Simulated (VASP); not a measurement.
Input of a VASP 6.6.1 run:

File INCAR:

```
ALGO = Normal ; EDIFF = 1E-7
ENCUT = 520 ; GGA = PE
ISIF = 2 ; ISMEAR = -1
LASPH = True ; LCHARG = False
LREAL = False ; LWAVE = False
NBANDS = 20 ; NELM = 80
PREC = Accurate ; SIGMA = 0.05
```

The input KPOINTS:

```
k-points
0
Gamma
  9 9 5
```

File POSCAR:

```
Tl
1.0
    3.4092915716      0.0000000000      0.0000000000
   -1.7046457858      2.9525331099      0.0000000000
    0.0000000000      0.0000000000      5.4503286843
Tl
2
Direct
    0.6666666667      0.3333333333      0.7500000000
    0.3333333333      0.6666666667      0.2500000000
```

Potentials or basis: VASP PAW PBE potentials, release 64 (Tl_d).

Run with:

```bash
$ cat potpaw_PBE.64/Tl_d/POTCAR > POTCAR
$ mpirun -np 1 vasp_std > vasp.out
```

Task: What does it give for the band gap on the k mesh?

Result: Zero (bands 13 and 14 overlap by 3.88 eV).

Task: Estimate the pressure.

Result: 5.3 GPa.

Stress tensor (GPa, compression positive):
```
4.76 0.00 0.00
0.00 4.76 0.00
0.00 0.00 6.47
```

Caveat: the cell stands under pressure; spin-orbit coupling is left out, which moves the levels of the heavy elements.
